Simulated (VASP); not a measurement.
# Hf (P6/mmm) in VASP: notebook

Runs on Hf. Level: PBEsol. Tasks: single point, relaxation of cell and atoms.

Everything below comes from runs of VASP 6.6.1. Logs are shortened: lines on timing, memory, paths and dates and some standing lists are left out, and cuts for length are marked.

## (1) The cell of the first run

The structure is hexagonal, space group P6/mmm (No. 191). Conventional cell: a = 4.494 Å, b = 4.494 Å, c = 2.799 Å, α = 90.00°, β = 90.00°, γ = 120.00°. Within 3.4 Å of Hf (site symmetry -6m2) lie 11 Hf at 2.59 to 2.95 Å. Within 3.7 Å of Hf (site symmetry 6/mmm) lie 14 Hf at 2.80 to 2.95 Å.

## (2) Single point, PBEsol

INCAR reads:

```
SYSTEM = Hf
ALGO = Normal
EDIFF = 1E-6
ENCUT = 520
GGA = PS
ISIF = 2
ISMEAR = 0
LASPH = .True.
LCHARG = .False.
LREAL = .False.
LWAVE = .False.
NBANDS = 22
NELM = 100
PREC = Accurate
SIGMA = 0.1
```

KPOINTS reads:

```
k-points
0
Gamma
  12 12 16
  0 0 0
```

POSCAR reads:

```
Hf
1.0
    4.4938747852      0.0000000000      0.0000000000
   -2.2469373926      3.8918097254      0.0000000000
    0.0000000000      0.0000000000      2.7989108622
Hf
3
Direct
    0.6666666667      0.3333333333      0.5000000000
    0.3333333333      0.6666666667      0.5000000000
    0.0000000000      0.0000000000      0.0000000000
```

Potentials or basis: VASP PAW PBE potentials, release 64 (Hf_pv).

On the command line:

```bash
> cat potpaw_PBE.64/Hf_pv/POTCAR > POTCAR
> mpirun -np 1 vasp_std > vasp.out
```

OUTCAR:

```text
SYSTEM = Hf
   EDIFF = 1E-6
   ENCUT = 520
   GGA = PS
   ISIF = 2
   ISMEAR = 0
   LASPH = .True.
   LREAL = .False.
   NELM = 100
   PREC = Accurate

 ion  position               nearest neighbor table
   1  0.667  0.333  0.500-   2 2.59   2 2.59   2 2.59   3 2.95   3 2.95   3 2.95   3 2.95   3 2.95
                             3 2.95   2 3.82   2 3.82   2 3.82   2 3.82   2 3.82   2 3.82
   2  0.333  0.667  0.500-   1 2.59   1 2.59   1 2.59   3 2.95   3 2.95   3 2.95   3 2.95   3 2.95
                             3 2.95   1 3.82   1 3.82   1 3.82   1 3.82   1 3.82   1 3.82
   3  0.000  0.000  0.000-   1 2.95   2 2.95   1 2.95   2 2.95   2 2.95   2 2.95   1 2.95   1 2.95
                             1 2.95   1 2.95   2 2.95   2 2.95

  LATTYP: Found a hexagonal cell.
 ALAT       =     4.4938747852
 C/A-ratio  =     0.6228279594

  Lattice vectors:

 A1 = (   4.4938747852,   0.0000000000,   0.0000000000)
 A2 = (  -2.2469373926,   3.8918097254,   0.0000000000)
 A3 = (   0.0000000000,   0.0000000000,   2.7989108622)

Analysis of symmetry for initial positions (statically):
=====================================================================
 Subroutine PRICEL returns:
 Original cell was already a primitive cell.

 Routine SETGRP: Setting up the symmetry group for a
 hexagonal supercell.

 Subroutine GETGRP returns: Found 24 space group operations
 (whereof 24 operations were pure point group operations)
 out of a pool of 24 trial point group operations.

The static configuration has the point symmetry D_6h.

Analysis of symmetry for dynamics (positions and initial velocities):
=====================================================================
 Subroutine PRICEL returns:
 Original cell was already a primitive cell.

 Routine SETGRP: Setting up the symmetry group for a
 hexagonal supercell.

 Subroutine GETGRP returns: Found 24 space group operations
 (whereof 24 operations were pure point group operations)
 out of a pool of 24 trial point group operations.

The dynamic configuration has the point symmetry D_6h.

 Subroutine INISYM returns: Found 24 space group operations
 (whereof 24 operations are pure point group operations),
 and found     1 'primitive' translations

----------------------------------------------------------------------------------------

                                     Primitive cell

  volume of cell :      48.9510

  direct lattice vectors                    reciprocal lattice vectors
     4.493874785  0.000000000  0.000000000     0.222525114  0.128474935  0.000000000
    -2.246937393  3.891809725  0.000000000     0.000000000  0.256949869  0.000000000
     0.000000000  0.000000000  2.798910862     0.000000000  0.000000000  0.357281832

  length of vectors
     4.493874785  4.493874785  2.798910862     0.256949869  0.256949869  0.357281832

  position of ions in fractional coordinates (direct lattice)
     0.666666667  0.333333333  0.500000000
     0.333333333  0.666666667  0.500000000
     0.000000000  0.000000000  0.000000000

  ion indices of the primitive-cell ions
   primitive index   ion index
                 1           1
                 2           2
                 3           3

----------------------------------------------------------------------------------------

 KPOINTS: k-points

Automatic generation of k-mesh.
 Grid dimensions read from file:
 generate k-points for:   12   12   16

 Generating k-lattice:

  Cartesian coordinates                     Fractional coordinates (reciprocal lattice)
     0.018543760  0.010706245  0.000000000     0.083333333 -0.000000000  0.000000000
     0.000000000  0.021412489  0.000000000     0.000000000  0.083333333  0.000000000
     0.000000000  0.000000000  0.022330114     0.000000000  0.000000000  0.062500000

  Length of vectors
     0.021412489  0.021412489  0.022330114

  Shift w.r.t. Gamma in fractional coordinates (k-lattice)
     0.000000000  0.000000000  0.000000000

 Subroutine IBZKPT returns following result:
 ===========================================

 Found    171 irreducible k-points:

 Following reciprocal coordinates:
            Coordinates               Weight
  0.000000  0.000000  0.000000      1.000000
  0.083333 -0.000000  0.000000      6.000000
  0.166667  0.000000  0.000000      6.000000
  0.250000  0.000000  0.000000      6.000000
  0.333333 -0.000000  0.000000      6.000000
  0.416667  0.000000  0.000000      6.000000
[... 16 lines left out ...]
  0.250000  0.000000  0.062500     12.000000
  0.333333 -0.000000  0.062500     12.000000
 [... further k-points ...]
   k-points           NKPTS =    171   k-points in BZ     NKDIM =    171   number of bands    NBANDS=     22
   number of dos      NEDOS =    301   number of ions     NIONS =      3
   total plane-waves  NPLWV =  31104
   dimension x,y,z NGX =    36 NGY =   36 NGZ =   24
   dimension x,y,z NGXF=    72 NGYF=   72 NGZF=   48
   ions per type =               3
   NGX,Y,Z   is equivalent  to a cutoff of  13.32, 13.32, 14.26 a.u.
   NGXF,Y,Z  is equivalent  to a cutoff of  26.64, 26.64, 28.51 a.u.
 SYSTEM =  Hf
   PREC   = accura    normal or accurate (medium, high low for compatibility)
   ISTART =      0    job   : 0-new  1-cont  2-samecut
   ICHARG =      2    charge: 1-file 2-atom 10-const
   ISPIN  =      1    spin polarized calculation?
   LNONCOLLINEAR =      F non collinear calculations
   LSORBIT =      F    spin-orbit coupling
   LASPH  =      T    aspherical Exc in radial PAW
   ENCUT  =  520.0 eV  38.22 Ry    6.18 a.u.   8.36  8.36  5.20*2*pi/ulx,y,z
   NELM   =    100;   NELMIN=  2; NELMDL= -5     # of ELM steps
   EDIFF  = 0.1E-05   stopping-criterion for ELM
   LREAL  =      F    real-space projection
   EDIFFG = 0.1E-04   stopping-criterion for IOM
   NSW    =      0    number of steps for IOM
   IBRION =     -1    ionic relax: 0-MD 1-quasi-New 2-CG
   NFREE  =      0    steps in history (QN), initial steepest desc. (CG)
   ISIF   =      2    stress and relaxation
   ISYM   =      2    0-nonsym 1-usesym 2-fastsym
   POTIM  = 0.5000    time-step for ionic-motion
   TEBEG  =    0.0;   TEEND  =   0.0 temperature during run
   PSTRESS=    0.0 pullay stress
   NELECT =      30.0000    total number of electrons
   NUPDOWN=      -1.0000    fix difference up-down
   EMIN   =  10.00;   EMAX   =-10.00  energy-range for DOS
   EFERMI =   0.00;   METHOD = LEGACY
   ISMEAR =     0;   SIGMA  =   0.10  broadening in eV -4-tet -1-fermi 0-gaus
   EFERMI_NEDOS =   21; number of points for ismear=-14 and -15
   IALGO  =     38    algorithm
   IMIX   =      4    mixing-type and parameters
     AMIX     =   0.40;   BMIX     =  1.00
     AMIX_MAG =   1.60;   BMIX_MAG =  1.00
  volume/ion in A,a.u.               =      16.32       110.11
  Fermi-wavevector in a.u.,A,eV,Ry     =   1.390576  2.627807 26.309605  1.933701
  Thomas-Fermi vector in A             =   2.514498
   LORBIT       =      0    0 simple, 1 ext, 2 COOP (PROOUT), +10 PAW based schemes
   GGA     = PS    functional components
   LHFCALC =     F    Hartree Fock is set to
   AEXX    =    0.0000 exact exchange contribution
   IVDW    =     0    specifies the selected vdW correction
   LEPSILON=     F    determine dielectric tensor
   LRPA    =     F    only Hartree local field effects (RPA)
 non-spin polarized calculation
 Gauss-broadening in eV      SIGMA  =   0.10
  energy-cutoff  :      520.00
  volume of cell :       48.95
 maximum number of plane-waves:      1349
 NGX is ok and might be reduce to    36
   NGX = 17   NGY = 17   NGZ = 11

 number of electron      29.9999997 magnetization

 Free energy of the ion-electron system (eV)
  ---------------------------------------------------
  ext. energy  EPLUGINS =         0.00000000
  ---------------------------------------------------
  free energy    TOTEN  =       -29.51833713 eV

  energy without entropy =      -29.50879432  energy(sigma->0) =      -29.51356572

 E-fermi :   6.9348     XC(G=0): -12.9206

 val. band max:        6.9201841299   @ k =   0.3333   0.2500   0.2500
 cond. band min:       6.9368261048   @ k =   0.4167   0.1667   0.1250
 fundamental gap:      0.0166419750
 Fermi energy:         6.9348483891

 k-point     1 :       0.0000    0.0000    0.0000
  band No.  band energies     occupation
      1     -23.6912      2.00000
      2     -23.6912      2.00000
      3     -23.3372      2.00000
      4     -23.3372      2.00000
      5     -22.4749      2.00000
      6     -21.9425      2.00000
[... 14 lines left out ...]
     21      10.4159      0.00000
     22      10.4164      0.00000

 k-point     2 :       0.0833   -0.0000    0.0000
  band No.  band energies     occupation
      1     -23.7702      2.00000
      2     -23.7419      2.00000
      3     -23.2480      2.00000
      4     -23.2347      2.00000
      5     -22.4641      2.00000
      6     -21.9480      2.00000
[... 14 lines left out ...]
     21       9.9232      0.00000
     22      11.0275      0.00000

 k-point     3 :       0.1667    0.0000    0.0000
  band No.  band energies     occupation
      1     -23.9078      2.00000
      2     -23.7970      2.00000
      3     -23.0811      2.00000
      4     -23.0344      2.00000
      5     -22.4328      2.00000
      6     -21.9961      2.00000
[... 14 lines left out ...]
     21       9.9577      0.00000
     22      11.7012      0.00000
[... 476 lines left out ...]
 k-point    23 :       0.2500    0.0000    0.0625
  band No.  band energies     occupation
      1     -24.0202      2.00000
      2     -23.7756      2.00000
      3     -22.9062      2.00000
      4     -22.8500      2.00000
      5     -22.4342      2.00000
      6     -22.2380      2.00000
[... 14 lines left out ...]
     21      10.4362      0.00000
     22      12.5471      0.00000

 k-point    24 :       0.3333   -0.0000    0.0625
  band No.  band energies     occupation
      1     -24.1176      2.00000
      2     -23.6879      2.00000
      3     -22.8189      2.00000
      4     -22.7608      2.00000
      5     -22.4116      2.00000
      6     -22.3198      2.00000
[... 14 lines left out ...]
     21      11.1649      0.00000
     22      12.3818      0.00000

 [... further k-points ...]

------------------------ aborting loop because EDIFF is reached ----------------------------------------

  FORCE on cell =-STRESS in cart. coord.  units (eV):
  Direction    XX          YY          ZZ          XY          YZ          ZX
  --------------------------------------------------------------------------------------
  -------------------------------------------------------------------------------------
  Total       15.1105562     15.1105562     15.2357570      0.0000000      0.0000000      0.0000000
  in kB      494.5718577    494.5718577    498.6697063      0.0000000      0.0000000      0.0000000
  external PRESSURE =     495.9378072 kB  Pullay stress =       0.0000000 kB

 VOLUME and BASIS-vectors are now :
 -----------------------------------------------------------------------------
  energy-cutoff  :      520.00
  volume of cell :       48.95
      direct lattice vectors                 reciprocal lattice vectors
     4.493874785  0.000000000  0.000000000     0.222525114  0.128474935  0.000000000
    -2.246937393  3.891809725  0.000000000     0.000000000  0.256949869  0.000000000
     0.000000000  0.000000000  2.798910862     0.000000000  0.000000000  0.357281832

 POSITION                                       TOTAL-FORCE (eV/Angst)
 -----------------------------------------------------------------------------------
      2.24694      1.29727      1.39946        -0.000000      0.000000      0.000000
     -0.00000      2.59454      1.39946         0.000000     -0.000000     -0.000000
      0.00000      0.00000      0.00000        -0.000000      0.000000      0.000000
 -----------------------------------------------------------------------------------
    total drift:                                0.000000      0.000000     -0.000000

  FREE ENERGIE OF THE ION-ELECTRON SYSTEM (eV)
  ---------------------------------------------------
  free  energy   TOTEN  =       -29.5183371254 eV

  energy  without entropy=      -29.5087943159  energy(sigma->0) =      -29.51356572
```

Run time: 52 s. Hardware: 1 thread of Intel Xeon 6975P-C (Granite Rapids), shared host; peak memory 0.28 GiB.

What came out:

```yaml
Free_energy: -29.5183 eV
Pressure: 49.6 GPa
Band_gap_on_the_k_mesh: zero (band 15 reaches 7.63 eV, above the bottom of band 16 at 6.43 eV)
```

Caveat: the PAW data sets were made with another functional, which shifts forces and pressure a little; spin-orbit coupling is left out, which moves the levels of the heavy elements.

## (3) Relaxation of cell and atoms, PBEsol, target pressure 50 GPa, at which the enthalpy is minimised

INCAR reads:

```
  PREC = Accurate
  ENCUT = 600
  EDIFF = 1E-6
  ISMEAR = 0
  SIGMA = 0.1
  LREAL = F
  LASPH = T
  NELM = 100
  ALGO = Normal
  ISIF = 3
  LWAVE = F
  LCHARG = F
  GGA = PS
  IBRION = 2
  NSW = 100
  EDIFFG = -0.002
  PSTRESS = 500.0
```

KPOINTS reads:

```
Automatic mesh
0
Gamma
  12 12 16
```

POSCAR reads:

```
Hf
1.0
    4.4941783541      0.0000000000      0.0000000000
   -2.2470891770      3.8920726238      0.0000000000
    0.0000000000      0.0000000000      2.7986312225
Hf
3
Direct
    0.6666666667      0.3333333333      0.5000000000
    0.3333333333      0.6666666667      0.5000000000
    0.0000000000      0.0000000000      0.0000000000
```

Potentials or basis: VASP PAW PBE potentials, release 64 (Hf_pv).

On the command line:

```bash
> cat potpaw_PBE.64/Hf_pv/POTCAR > POTCAR
> mpirun -np 1 vasp_std > vasp.out
```

It took 2.3 min on 1 thread of Intel Xeon 6975P-C (Granite Rapids), shared host; peak memory 0.3 GiB.

The run converged. Its results:

```
Free energy                                            : -29.4972 eV
Relaxed volume                                         : 16.29 Å³/atom
Relaxed cell                                           : a = 4.490 Å, b = 4.490 Å, c = 2.800 Å, α = 90.00°, β = 90.00°, γ = 120.00°
Space group after relaxing (to 0.05 Å)                 : P6/mmm (No. 191)
Energy change on relaxing (the enthalpy is what falls) : +7.5 meV/atom
Ionic steps                                            : 5
Pressure after relaxing                                : 50.0 GPa
Band gap on the k mesh                                 : zero (band 15 reaches 7.64 eV, above the bottom of band 16 at 6.44 eV)
```

The path:
| step | energy change (eV) | largest force (eV/Å) | pressure (GPa) | volume (Å³) |
| --- | --- | --- | --- | --- |
| 1 | 0.0000 | 0.0000 | 49.59 | 48.95 |
| 2 | 0.0938 | 0.0000 | 51.29 | 48.65 |
| 3 | 0.0257 | 0.0000 | 50.06 | 48.87 |
| 4 | 0.0200 | 0.0000 | 49.97 | 48.89 |
| 5 | 0.0225 | 0.0000 | 50.00 | 48.88 |

Final structure:
```
CELL_PARAMETERS angstrom
4.49003 0.00000 0.00000
-2.24502 3.88848 0.00000
0.00000 0.00000 2.79965
ATOMIC_POSITIONS crystal
Hf 0.66667 0.33333 0.50000
Hf 0.33333 0.66667 0.50000
Hf 0.00000 0.00000 0.00000
```

Levels at points of the mesh, in eV from the Fermi level:
```tsv
k point	band 12	band 13	band 14	band 15	band 16	band 17	band 18	band 19
(0.00, 0.00, 0.00)	-0.63	-0.42	-0.42	-0.33	-0.33	1.28	2.57	2.57
(0.50, 0.00, 0.00)	-4.45	-1.03	-1.00	-0.70	-0.10	1.10	1.60	2.85
(0.00, 0.00, 0.50)	-3.00	-2.83	-2.83	-1.68	1.67	1.67	2.94	2.94
(0.50, 0.00, 0.50)	-3.08	-2.39	-1.18	-0.53	0.22	1.34	2.17	2.59
```

Caveat: the cell is relaxed towards a set pressure, so the enthalpy falls and the energy may rise; the PAW data sets were made with another functional, which shifts forces and pressure a little; spin-orbit coupling is left out, which moves the levels of the heavy elements.
